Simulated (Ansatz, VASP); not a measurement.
## KCl: VASP beside Ansatz

The input POSCAR:

```
KCl
1.0
    0.0000000000      3.2823440000      3.1561000000
    3.2823440000      0.0000000000      3.1561000000
    3.2823440000      3.2823440000      0.0000000000
K Cl
1 1
Direct
    0.0000000000      0.0000000000      0.0000000000
    0.5000000000      0.5000000000      0.5000000000
```

The input INCAR.step1:

```
PREC = Accurate ; ENCUT = 550
ISMEAR = 0 ; SIGMA = 0.05
LREAL = F ; LASPH = T
NELM = 120 ; NBANDS = 15
GGA = PE ; ALGO = Normal
EDIFF = 1E-5 ; LWAVE = T
LCHARG = F ; GGA_COMPAT = F
```

File INCAR.step2:

```
PREC = Accurate ; ENCUT = 550
EDIFF = 1E-6 ; ISMEAR = 0
SIGMA = 0.05 ; LREAL = F
LASPH = T ; NELM = 120
ALGO = Normal ; ISIF = 2
LWAVE = F ; LCHARG = T
METAGGA = R2SCAN ; LMIXTAU = T
LELF = T ; LVHAR = T
NBANDS = 15 ; ISTART = 1
GGA_COMPAT = F
```

File KPOINTS:

```
regular mesh
0
Gamma
  6 6 6
```

Input for Ansatz:

```yaml
crystal:
  lattice:
    - [0.0, 3.282344, 3.1561]
    - [3.282344, 0.0, 3.1561]
    - [3.282344, 3.282344, 0.0]
  atoms:
    - { symbol: K, position: [0.0, 0.0, 0.0] }
    - { symbol: Cl, position: [0.5, 0.5, 0.5] }
basis:
  ecutwfc: 500
kpoints:
  mp_grid: { grid: [6, 6, 6] }
hamiltonian:
  xc: r2scan
scf:
  occupations: { method: gaussian, width: 0.05 }
output:
  forces: true
  stress: true
  eigenvalues: true
```

Change from the starting cell: strain +0.040 along x and y, +0.000 along z, atoms carried along.

Alike in both runs: task single point; functional r2SCAN; k mesh 6 × 6 × 6; occupations gaussian, width 0.05 eV; no spin polarisation.

|  | VASP | Ansatz |
| --- | --- | --- |
| version | VASP 6.6.1 | Ansatz 0.2.0 |
| potentials or method | VASP PAW PBE potentials, release 64 (K_sv, Cl), cutoff 550 eV | scalar-relativistic, plane waves, PAW |
| valence electrons in the cell | 16 | 16 |

|  | VASP | Ansatz | Ansatz less VASP |
| --- | --- | --- | --- |
| gap on the k mesh at the Fermi level (eV) | 5.52 | 5.52 | -0.003 |
| least direct gap on the mesh (eV) | 5.52 | 5.52 | -0.003 |
| pressure (GPa) | -1.3 | -1.3 | +0.02 |
| traceless stress, the component that is largest in VASP (GPa) | 0.70 | 0.69 | -0.010 |

VASP's potentials were made for PBE, not for r2SCAN.
